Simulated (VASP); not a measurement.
# BP (I-4m2) in VASP: notebook, part 2 of 2

VASP 6.6.1. The steps go on from the part before.

### 4 Single point, HSE06 (epitaxial xy strain +2.0%)

POSCAR reads:

```
BP
1.0
    0.0000000000      2.3136819823      2.2498250669
    2.3136819823      0.0000000000      2.2498250669
    2.3136819823      2.3136819823      0.0000000000
B P
1 1
Direct
    0.0000000000      0.0000000000      0.0000000000
    0.2500000000      0.2500000000      0.2500000000
```

INCAR.step1 reads:

```
SYSTEM = BP
PREC = Accurate
ENCUT = 520
EDIFF = 1E-5
ISMEAR = 0
SIGMA = 0.01
LREAL = .False.
LASPH = .True.
NELM = 80
ALGO = Normal
ISIF = 2
LWAVE = .True.
LCHARG = .False.
GGA = PE
NBANDS = 11
```

INCAR.step2 reads:

```
SYSTEM = BP
PREC = Accurate
ENCUT = 520
EDIFF = 1E-6
ISMEAR = 0
SIGMA = 0.01
LREAL = .False.
LASPH = .True.
NELM = 80
ALGO = Normal
ISIF = 2
LWAVE = .False.
LCHARG = .False.
GGA = PE
LHFCALC = .True.
HFSCREEN = 0.2079
PRECFOCK = Normal
ISTART = 1
NBANDS = 11
```

KPOINTS reads:

```
Automatic mesh
0
Gamma
  6 6 6
  0 0 0
```

Potentials or basis: VASP PAW PBE potentials, release 64 (B, P).

Run with:

```bash
$ cat potpaw_PBE.64/B/POTCAR potpaw_PBE.64/P/POTCAR > POTCAR
$ cp INCAR.step1 INCAR
$ mpirun -np 1 vasp_std > vasp.out
$ cp INCAR.step2 INCAR
$ mpirun -np 1 vasp_std > vasp.out
```

OUTCAR:

```text
SYSTEM = BP
   PREC = Accurate
   ENCUT = 520
   EDIFF = 1E-6
   ISMEAR = 0
   LREAL = .False.
   LASPH = .True.
   NELM = 80
   ISIF = 2
   GGA = PE
   LHFCALC = .True.
   HFSCREEN = 0.2079
   PRECFOCK = Normal
   ISTART = 1

 ion  position               nearest neighbor table
   1  0.000  0.000  0.000-   2 1.99   2 1.99   2 1.99   2 1.99
   2  0.250  0.250  0.250-   1 1.99   1 1.99   1 1.99   1 1.99

  LATTYP: Found a body centered tetragonal cell.
 ALAT       =     3.2720404384
 C/A-ratio  =     1.3751817004

  Lattice vectors:

 A1 = (   0.0000000000,  -2.3136819823,  -2.2498250669)
 A2 = (   0.0000000000,   2.3136819823,  -2.2498250669)
 A3 = (   2.3136819823,   0.0000000000,   2.2498250669)

Analysis of symmetry for initial positions (statically):
=====================================================================
 Subroutine PRICEL returns:
 Original cell was already a primitive cell.

 Routine SETGRP: Setting up the symmetry group for a
 body centered tetragonal supercell.

 Subroutine GETGRP returns: Found  8 space group operations
 (whereof  8 operations were pure point group operations)
 out of a pool of 16 trial point group operations.

The static configuration has the point symmetry D_2d.

Analysis of symmetry for dynamics (positions and initial velocities):
=====================================================================
 Subroutine PRICEL returns:
 Original cell was already a primitive cell.

 Routine SETGRP: Setting up the symmetry group for a
 body centered tetragonal supercell.

 Subroutine GETGRP returns: Found  8 space group operations
 (whereof  8 operations were pure point group operations)
 out of a pool of 16 trial point group operations.

The dynamic configuration has the point symmetry D_2d.

 Subroutine INISYM returns: Found  8 space group operations
 (whereof  8 operations are pure point group operations),
 and found     1 'primitive' translations

----------------------------------------------------------------------------------------

                                     Primitive cell

  volume of cell :      24.0872

  direct lattice vectors                    reciprocal lattice vectors
     0.000000000  2.313681982  2.249825067    -0.216105759  0.216105759  0.222239501
     2.313681982  0.000000000  2.249825067     0.216105759 -0.216105759  0.222239501
     2.313681982  2.313681982  0.000000000     0.216105759  0.216105759 -0.222239501

  length of vectors
     3.227202681  3.227202681  3.272040438     0.377880661  0.377880661  0.377880661

  position of ions in fractional coordinates (direct lattice)
     0.000000000  0.000000000  0.000000000
     0.250000000  0.250000000  0.250000000

  ion indices of the primitive-cell ions
   primitive index   ion index
                 1           1
                 2           2

----------------------------------------------------------------------------------------

 KPOINTS: Automatic mesh

Automatic generation of k-mesh.
 Grid dimensions read from file:
 generate k-points for:    6    6    6

 Generating k-lattice:

  Cartesian coordinates                     Fractional coordinates (reciprocal lattice)
    -0.036017626  0.036017626  0.037039917     0.166666667  0.000000000  0.000000000
[... 49 lines left out ...]
 SYSTEM =  BP
   PREC   = accura    normal or accurate (medium, high low for compatibility)
   ISTART =      1    job   : 0-new  1-cont  2-samecut
   ICHARG =      0    charge: 1-file 2-atom 10-const
   ISPIN  =      1    spin polarized calculation?
   LNONCOLLINEAR =      F non collinear calculations
   LSORBIT =      F    spin-orbit coupling
   LASPH  =      T    aspherical Exc in radial PAW
   ENCUT  =  520.0 eV  38.22 Ry    6.18 a.u.   6.00  6.00  6.08*2*pi/ulx,y,z
   NELM   =     80;   NELMIN=  2; NELMDL=  0     # of ELM steps
   EDIFF  = 0.1E-05   stopping-criterion for ELM
   LREAL  =      F    real-space projection
   EDIFFG = 0.1E-04   stopping-criterion for IOM
   NSW    =      0    number of steps for IOM
   IBRION =     -1    ionic relax: 0-MD 1-quasi-New 2-CG
   NFREE  =      0    steps in history (QN), initial steepest desc. (CG)
   ISIF   =      2    stress and relaxation
   ISYM   =      3    0-nonsym 1-usesym 2-fastsym
   POTIM  = 0.5000    time-step for ionic-motion
   TEBEG  =    0.0;   TEEND  =   0.0 temperature during run
   PSTRESS=    0.0 pullay stress
   NELECT =       8.0000    total number of electrons
   NUPDOWN=      -1.0000    fix difference up-down
   EMIN   =  10.00;   EMAX   =-10.00  energy-range for DOS
   EFERMI =   0.00;   METHOD = LEGACY
   ISMEAR =     0;   SIGMA  =   0.01  broadening in eV -4-tet -1-fermi 0-gaus
   EFERMI_NEDOS =   21; number of points for ismear=-14 and -15
   IALGO  =     38    algorithm
   IMIX   =      1    mixing-type and parameters
     AMIX     =   0.40;   BMIX     =  1.00
     AMIX_MAG =   1.60;   BMIX_MAG =  1.00
  volume/ion in A,a.u.               =      12.04        81.27
  Fermi-wavevector in a.u.,A,eV,Ry     =   1.133730  2.142438 17.488149  1.285343
  Thomas-Fermi vector in A             =   2.270433
   LORBIT       =      0    0 simple, 1 ext, 2 COOP (PROOUT), +10 PAW based schemes
   GGA     = PE    functional components
   LHFCALC =     T    Hartree Fock is set to
   PRECFOCK=normal    Normal, Fast or Accurate (Low or Medium for compatibility)
   ENCUT4O =  -1.0   cutoff for four orbital integrals eV
   NKREDX  =     1    reduce k-point grid by
   NKREDY  =     1    reduce k-point grid by
   NKREDZ  =     1    reduce k-point grid by
   AEXX    =    0.2500 exact exchange contribution
   HFSCREEN=    0.2079 screening length (either q_TF or 0.3 A-1)
   HFSCREENC=   0.2079 screening length for correlation (either q_TF or 0.3 A-1)
   ENCUTFOCK=  -1.0 apply spherical cutoff to Coloumb kernel
   IVDW    =     0    specifies the selected vdW correction
   LEPSILON=     F    determine dielectric tensor
   LRPA    =     F    only Hartree local field effects (RPA)
 non-spin polarized calculation
 Gauss-broadening in eV      SIGMA  =   0.01
  energy-cutoff  :      520.00
  volume of cell :       24.09
 maximum number of plane-waves:       668
  NGX = 20; NGY = 20; NGZ = 20

 number of electron       8.0000000 magnetization

 Free energy of the ion-electron system (eV)
  ---------------------------------------------------
  ext. energy  EPLUGINS =         0.00000000
  ---------------------------------------------------
  free energy    TOTEN  =       -14.79336899 eV

  energy without entropy =      -14.79336899  energy(sigma->0) =      -14.79336899

 E-fermi :   6.9702     XC(G=0):  -8.9071

 val. band max:        6.8368196920   @ k =   0.0000   0.0000   0.0000
 cond. band min:       8.5612417946   @ k =   0.3333   0.3333   0.0000
 fundamental gap:      1.7244221026
 Fermi energy:         6.9701859599

 k-point     1 :       0.0000    0.0000    0.0000
  band No.  band energies     occupation
      1     -10.1506      2.00000
      2       6.5608      2.00000
      3       6.5608      2.00000
      4       6.8368      2.00000
      5      10.8375      0.00000
      6      11.0010      0.00000
      7      11.0010      0.00000
      8      14.8422      0.00000
      9      19.0367      0.00000
     10      19.6266      0.00000
     11      20.3557      0.00000
[... 309 lines left out ...]
 k-point    24 :       0.5000    0.0000    0.3333
  band No.  band energies     occupation
      1      -5.8036      2.00000
      2      -1.6980      2.00000
      3       1.1934      2.00000
      4       2.8136      2.00000
      5       9.4970      0.00000
      6      11.8494      0.00000
      7      17.6174      0.00000
      8      18.3660      0.00000
      9      21.5637      0.00000
     10      23.2398      0.00000
     11      25.3735      0.00000

 [... further k-points ...]

------------------------ aborting loop because EDIFF is reached ----------------------------------------

  FORCE on cell =-STRESS in cart. coord.  units (eV):
  Direction    XX          YY          ZZ          XY          YZ          ZX
  --------------------------------------------------------------------------------------
  -------------------------------------------------------------------------------------
  Total       -1.4083873     -1.4083873     -0.2823424      0.0000000     -0.0000000      0.0000000
  in kB      -93.6799404    -93.6799404    -18.7802171      0.0000000     -0.0000000      0.0000000
  external PRESSURE =     -68.7133659 kB  Pullay stress =       0.0000000 kB

 VOLUME and BASIS-vectors are now :
 -----------------------------------------------------------------------------
  energy-cutoff  :      520.00
  volume of cell :       24.09
      direct lattice vectors                 reciprocal lattice vectors
     0.000000000  2.313681982  2.249825067    -0.216105759  0.216105759  0.222239501
     2.313681982  0.000000000  2.249825067     0.216105759 -0.216105759  0.222239501
     2.313681982  2.313681982  0.000000000     0.216105759  0.216105759 -0.222239501

 POSITION                                       TOTAL-FORCE (eV/Angst)
 -----------------------------------------------------------------------------------
      0.00000      0.00000      0.00000         0.000000      0.000000      0.000000
      1.15684      1.15684      1.12491        -0.000000     -0.000000     -0.000000
 -----------------------------------------------------------------------------------
    total drift:                                0.000000      0.000000      0.000000

  FREE ENERGIE OF THE ION-ELECTRON SYSTEM (eV)
  ---------------------------------------------------
  free  energy   TOTEN  =       -14.7933689943 eV

  energy  without entropy=      -14.7933689943  energy(sigma->0) =      -14.79336899
```

It took 7.4 min on 1 thread of Intel Xeon Platinum 8488C (Sapphire Rapids), shared host; peak memory 0.24 GiB.

Results:

- Free energy: -14.7934 eV
- Pressure: -6.9 GPa
- Band gap on the k mesh: 1.72 eV (least direct gap 4.00 eV)

Caveat: the cell differs from its parent crystal (epitaxial xy strain +2.0%); the stress differs along the axes, from -9 to -2 GPa; the PAW data sets were made with another functional, which shifts forces and pressure a little.

### 5 Overview

```tsv
cell	gap on the mesh (eV)	pressure (GPa)
a = 3.198, b = 3.198, c = 3.176 Å, angles 60.2, 60.2, 59.5°, 2 atoms	1.92	0.9
a = 3.217, b = 3.217, c = 3.240 Å, angles 59.8, 59.8, 60.5°, 2 atoms	1.89	-4.5
a = 3.227, b = 3.227, c = 3.272 Å, angles 59.5, 59.5, 60.9°, 2 atoms	1.72	-6.9
```

Alike in all rows: task single point; level HSE06; potentials or basis VASP PAW PBE potentials, release 64 (B, P); no spin polarisation; k mesh 6 × 6 × 6; cutoff (eV) 520; smearing gaussian 0.01 eV.

Caveats: the PAW data sets were made with another functional, which shifts forces and pressure a little; the cell stands under tension (at least some runs); the stress differs along the axes, from -9 to -2 GPa (at least some runs).

Total energies depend on the potentials used, so only differences within one code and one set of settings carry meaning.
